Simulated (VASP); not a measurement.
# Al2Ru (I4/mmm) in VASP: a series of runs, part 2 of 2

VASP 6.6.1. Earlier steps stand in the parts before.

### Step 3. Single point, r2SCAN (biaxial strain in the a-b plane: +3.0 %, then relaxed in part)

Input file POSCAR:

```
Al2Ru
1.0
    3.2154751250      0.0000000000      0.0000000000
    0.0000000000      3.2154751250      0.0000000000
    0.0000000000      0.0000000000      8.2664983788
Al Ru
4 2
Direct
    0.5000000000      0.5000000000      0.1611397412
    0.0000000000      0.0000000000      0.3388602588
    0.0000000000      0.0000000000      0.6611397412
    0.5000000000      0.5000000000      0.8388602588
    0.0000000000      0.0000000000      0.0000000000
    0.5000000000      0.5000000000      0.5000000000
```

Input file INCAR.step1:

```
PREC = Accurate
ENCUT = 520
ISMEAR = 0
SIGMA = 0.1
LREAL = F
LASPH = T
NELM = 80
NBANDS = 29
GGA = PE
ALGO = Normal
EDIFF = 1E-4
LWAVE = T
LCHARG = F
```

Input file INCAR.step2:

```
PREC = Accurate
ENCUT = 520
EDIFF = 1E-7
ISMEAR = 0
SIGMA = 0.1
LREAL = F
LASPH = T
NELM = 80
ALGO = Normal
ISIF = 2
LWAVE = F
LCHARG = F
METAGGA = R2SCAN
LMIXTAU = T
NBANDS = 29
ISTART = 1
```

Input file KPOINTS:

```
regular mesh
0
Gamma
  12 12 4
```

Potentials or basis: VASP PAW PBE potentials, release 64 (Al, Ru_pv).

Run with:

```bash
$ cat potpaw_PBE.64/Al/POTCAR potpaw_PBE.64/Ru_pv/POTCAR > POTCAR
$ cp INCAR.step1 INCAR
$ mpirun -np 1 vasp_std > vasp.out
$ cp INCAR.step2 INCAR
$ mpirun -np 1 vasp_std > vasp.out
```

Wall time 3.6 min (1 thread of Intel Xeon 6975P-C (Granite Rapids), shared host); peak memory 0.3 GiB.

Results (log left out):

| Item | Value |
| --- | --- |
| Free energy | -82.1989 eV |
| Pressure | -6.3 GPa |
| Largest force | 0.010 eV/Å |
| Band gap on the k mesh | zero (bands 20 and 21 overlap by 0.15 eV) |

Forces on the atoms (eV/Å):
```
Al   0.000  0.000  0.010
Al   0.000  0.000 -0.010
Al   0.000  0.000  0.010
Al   0.000  0.000 -0.010
Ru   0.000  0.000  0.000
Ru   0.000  0.000  0.000
```

Stress tensor (GPa, compression positive):
```
-9.43  0.00  0.00
 0.00 -9.43  0.00
 0.00  0.00 -0.18
```

Levels at points of the mesh, in eV from the Fermi level:
| k point | band 18 | band 19 | band 20 | band 21 | band 22 | band 23 |
| --- | --- | --- | --- | --- | --- | --- |
| (0.00, 0.00, 0.00) | -1.45 | -1.30 | -1.26 | 2.75 | 2.75 | 2.84 |
| (0.50, 0.00, 0.00) | -2.21 | -1.65 | -1.65 | 0.43 | 0.43 | 3.28 |
| (0.50, 0.50, 0.00) | -1.40 | -0.50 | -0.50 | 0.16 | 0.16 | 1.76 |
| (0.00, 0.00, 0.50) | -2.00 | -1.28 | -1.28 | 3.78 | 3.78 | 3.78 |
| (0.50, 0.00, 0.50) | -2.79 | -1.64 | -1.64 | 0.48 | 0.48 | 3.36 |
| (0.50, 0.50, 0.50) | -1.82 | -0.55 | -0.55 | 0.16 | 0.16 | 1.27 |

Caveat: the cell differs from its parent crystal (biaxial strain in the a-b plane: +3.0 %, then relaxed in part); the cell stands under tension; the PAW data sets were made with another functional, which shifts forces and pressure a little.

### Step 4. Single point, r2SCAN (biaxial strain in the a-b plane: +3.0 %)

Input file POSCAR:

```
Al2Ru
1.0
    3.2154751250      0.0000000000      0.0000000000
    0.0000000000      3.2154751250      0.0000000000
    0.0000000000      0.0000000000      8.2929737052
Al Ru
4 2
Direct
    0.5000000000      0.5000000000      0.1604708115
    0.0000000000      0.0000000000      0.3395291885
    0.0000000000      0.0000000000      0.6604708115
    0.5000000000      0.5000000000      0.8395291885
    0.0000000000      0.0000000000      0.0000000000
    0.5000000000      0.5000000000      0.5000000000
```

Input file INCAR.step1:

```
PREC = Accurate
ENCUT = 520
ISMEAR = 0
SIGMA = 0.1
LREAL = False
LASPH = True
NELM = 100
NBANDS = 29
GGA = PE
ALGO = Normal
EDIFF = 1E-4
LWAVE = True
LCHARG = False
```

Input file INCAR.step2:

```
PREC = Accurate
ENCUT = 520
EDIFF = 1E-6
ISMEAR = 0
SIGMA = 0.1
LREAL = False
LASPH = True
NELM = 100
ALGO = Normal
ISIF = 2
LWAVE = False
LCHARG = False
METAGGA = R2SCAN
LMIXTAU = True
NBANDS = 29
ISTART = 1
```

Input file KPOINTS:

```
Automatic mesh
0
Gamma
  12 12 4
```

Run with:

```bash
$ cat potpaw_PBE.64/Al/POTCAR potpaw_PBE.64/Ru_pv/POTCAR > POTCAR
$ cp INCAR.step1 INCAR
$ mpirun -np 1 vasp_std > vasp.out
$ cp INCAR.step2 INCAR
$ mpirun -np 1 vasp_std > vasp.out
```

Wall time 3.3 min (1 thread of Intel Xeon 6975P-C (Granite Rapids), shared host); peak memory 0.3 GiB.

Results (log left out):

```
Free energy            : -82.1970 eV
Pressure               : -6.8 GPa
Largest force          : 0.085 eV/Å
Band gap on the k mesh : zero (bands 20 and 21 overlap by 0.15 eV)
```

Forces in eV/Å, atoms in the order of the input:
```
Al   0.000  0.000  0.085
Al   0.000  0.000 -0.085
Al   0.000  0.000  0.085
Al   0.000  0.000 -0.085
Ru   0.000  0.000  0.000
Ru   0.000  0.000  0.000
```

Stress tensor (GPa, compression positive):
```
-9.79  0.00  0.00
 0.00 -9.79  0.00
 0.00  0.00 -0.87
```

Levels at points of the mesh, in eV from the Fermi level:
| k point | band 16 | band 17 | band 18 | band 19 | band 20 | band 21 | band 22 | band 23 | band 24 | band 25 |
| --- | --- | --- | --- | --- | --- | --- | --- | --- | --- | --- |
| (0.00, 0.00, 0.00) | -1.70 | -1.70 | -1.49 | -1.30 | -1.27 | 2.78 | 2.78 | 2.80 | 4.68 | 5.89 |
| (0.50, 0.00, 0.00) | -2.81 | -2.22 | -2.22 | -1.64 | -1.64 | 0.42 | 0.42 | 3.24 | 3.24 | 5.36 |
| (0.50, 0.50, 0.00) | -3.26 | -1.38 | -1.38 | -0.52 | -0.52 | 0.16 | 0.16 | 1.75 | 1.75 | 2.20 |
| (0.00, 0.00, 0.50) | -2.00 | -2.00 | -2.00 | -1.28 | -1.28 | 3.80 | 3.80 | 3.80 | 3.80 | 4.87 |
| (0.50, 0.00, 0.50) | -2.81 | -2.81 | -2.81 | -1.63 | -1.63 | 0.47 | 0.47 | 3.32 | 3.32 | 5.73 |
| (0.50, 0.50, 0.50) | -1.83 | -1.83 | -1.83 | -0.54 | -0.54 | 0.16 | 0.16 | 1.26 | 1.26 | 3.66 |

Caveat: the cell differs from its parent crystal (biaxial strain in the a-b plane: +3.0 %); the cell stands under tension; the PAW data sets were made with another functional, which shifts forces and pressure a little.

### Step 5. Single point, r2SCAN

This run uses another cell than the first one: it holds 12 atoms, not 6.

Input file POSCAR:

```
Al2Ru
1.0
   -3.1218205081      0.0000000000      0.0000000000
    0.0000000000     -3.1218205081      0.0000000000
    0.0000000000      0.0000000000     16.8899668331
Al Ru
8 4
Direct
    0.0000000000      0.0000000000      0.3295470177
    0.5000000000      0.5000000000      0.0795470177
    0.0000000000      0.0000000000      0.8295470177
    0.5000000000      0.5000000000      0.5795470177
    0.5000000000      0.5000000000      0.4204529823
    1.0000000000      1.0000000000      0.1704529823
    0.5000000000      0.5000000000      0.9204529823
    1.0000000000      1.0000000000      0.6704529823
    0.0000000000      0.0000000000      0.5000000000
    0.5000000000      0.5000000000      0.2500000000
    0.0000000000      0.0000000000      0.0000000000
    0.5000000000      0.5000000000      0.7500000000
```

Input file INCAR.step1:

```
SYSTEM = Al2Ru
PREC = Accurate
ENCUT = 520
ISMEAR = 0
SIGMA = 0.15
LREAL = .False.
LASPH = .True.
NELM = 80
NBANDS = 52
GGA = PE
ALGO = Normal
EDIFF = 1E-4
LWAVE = .True.
LCHARG = .False.
```

Input file INCAR.step2:

```
SYSTEM = Al2Ru
PREC = Accurate
ENCUT = 520
EDIFF = 1E-7
ISMEAR = 0
SIGMA = 0.15
LREAL = .False.
LASPH = .True.
NELM = 80
ALGO = Normal
ISIF = 2
LWAVE = .False.
LCHARG = .False.
METAGGA = R2SCAN
LMIXTAU = .True.
NBANDS = 52
ISTART = 1
```

Input file KPOINTS:

```
Automatic mesh
0
Gamma
  15 15 3
  0 0 0
```

Run with:

```bash
$ cat potpaw_PBE.64/Al/POTCAR potpaw_PBE.64/Ru_pv/POTCAR > POTCAR
$ cp INCAR.step1 INCAR
$ mpirun -np 1 vasp_std > vasp.out
$ cp INCAR.step2 INCAR
$ mpirun -np 1 vasp_std > vasp.out
```

Run time: 38 min. Hardware: 1 thread of Oxide Virtual Turin-like, shared host; peak memory 0.55 GiB.

The run converged. Its results:

| Item | Value |
| --- | --- |
| Free energy | -164.7002 eV |
| Pressure | -0.1 GPa |
| Largest force | 0.008 eV/Å |

Forces in eV/Å, atoms in the order of the input:
```
Al   0.000  0.000  0.008
Al   0.000  0.000  0.008
Al   0.000  0.000  0.008
Al   0.000  0.000  0.008
Al   0.000  0.000 -0.008
Al   0.000  0.000 -0.008
Al   0.000  0.000 -0.008
Al   0.000  0.000 -0.008
Ru   0.000  0.000  0.000
Ru   0.000  0.000  0.000
Ru   0.000  0.000  0.000
Ru   0.000  0.000  0.000
```

Stress tensor (GPa, compression positive):
```
-0.06  0.00  0.00
 0.00 -0.06  0.00
 0.00  0.00 -0.21
```

Levels at points of the mesh, in eV from the Fermi level:
| k point | band 36 | band 37 | band 38 | band 39 | band 40 | band 41 | band 42 | band 43 | band 44 | band 45 |
| --- | --- | --- | --- | --- | --- | --- | --- | --- | --- | --- |
| (0.00, 0.00, 0.00) | -1.74 | -1.16 | -1.15 | -1.15 | -1.13 | 2.53 | 3.35 | 3.35 | 4.30 | 4.30 |

Caveat: the PAW data sets were made with another functional, which shifts forces and pressure a little.

### Step 6. Summary

| cell | k mesh | smearing | gap on the mesh (eV) | pressure (GPa) | largest force (eV/Å) |
| --- | --- | --- | --- | --- | --- |
| a = 3.184, b = 3.184, c = 8.344 Å, 6 atoms, atomic positions A | 12 × 12 × 4 | gaussian 0.1 eV | none | -4.8 | 0.10 |
| a = 3.215, b = 3.215, c = 8.266 Å, 6 atoms, atomic positions A | 12 × 12 × 4 | gaussian 0.1 eV | none | -6.3 | 0.01 |
| a = 3.215, b = 3.215, c = 8.293 Å, 6 atoms, atomic positions A | 12 × 12 × 4 | gaussian 0.1 eV | none | -6.8 | 0.09 |
| a = 3.122, b = 3.122, c = 16.890 Å, 12 atoms, atomic positions B | 15 × 15 × 3 | gaussian 0.15 eV | - | -0.1 | 0.01 |

Alike in all rows: task single point; level r2SCAN; potentials or basis VASP PAW PBE potentials, release 64 (Al, Ru_pv); no spin polarisation; cutoff (eV) 520.

Caveats: the PAW data sets were made with another functional, which shifts forces and pressure a little; the cell stands under tension (at least some runs).

Absolute energies hang on the potentials; compare differences alone.
